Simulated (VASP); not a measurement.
Set up this calculation in VASP 6.6.1, as the native input.

```yaml
Task: relaxation of cell and atoms
Functional: PBE
Potentials_or_basis: VASP PAW PBE potentials, release 64 (Ni)
Cutoff: 600 eV
k_mesh: 13 × 13 × 13
Occupations: fermi-dirac, width 0.05 eV
Spin: collinear spin, ferromagnetic start
Starting_moments: "[1.0] μB"
Target_pressure: 30 GPa
Dipole_correction: no
Further_INCAR_settings: ALGO = Normal; EDIFF = 1e-06; IBRION = 2; EDIFFG = -0.01; NSW = 60; ISIF = 3
```

The structure of Ni lies in POSCAR:

```
Ni
1.0
    0.0000000000      1.7375729330      1.7375729330
    1.7375729330      0.0000000000      1.7375729330
    1.7375729330      1.7375729330      0.0000000000
Ni
1
Direct
    0.0000000000      0.0000000000      0.0000000000
```

The input as run:

INCAR

```
  PREC = Accurate
  ENCUT = 600
  EDIFF = 1E-6
  ISMEAR = -1
  SIGMA = 0.05
  LREAL = F
  LASPH = T
  NELM = 150
  ALGO = Normal
  ISIF = 3
  LWAVE = F
  LCHARG = F
  ISPIN = 2
  MAGMOM = 1
  LORBIT = 11
  LMAXMIX = 4
  GGA = PE
  IBRION = 2
  NSW = 60
  EDIFFG = -0.01
  PSTRESS = 300.0
```

KPOINTS

```
Automatic mesh
0
Gamma
  13 13 13
```

Potentials or basis: VASP PAW PBE potentials, release 64 (Ni).

Run with:

```sh
$ cat potpaw_PBE.64/Ni/POTCAR > POTCAR
$ mpirun -np 1 vasp_std > vasp.out
```

It gave:

```
Relaxed volume                                             : 9.70 Å³/atom
Relaxed cell                                               : a = 2.394 Å, b = 2.394 Å, c = 2.394 Å, α = 60.00°, β = 60.00°, γ = 60.00°
Space group after relaxing (to 0.1 Å)                      : Fm-3m (No. 225)
Energy change on relaxing (the run minimises the enthalpy) : +89.6 meV/atom
Ionic steps                                                : 7
Pressure after relaxing                                    : 30.0 GPa
Net moment                                                 : 0.62 μB per cell
Site moments                                               : Ni +0.62 μB
Valence electrons inside the program's atomic spheres      : Ni 9.54
```

Caveat: the cell is relaxed towards a set pressure, so the run minimises the enthalpy, not the energy.

Wall time 2.1 min on 1 thread of Intel Xeon 8259CL (shared host), peak memory 0.15 GiB.
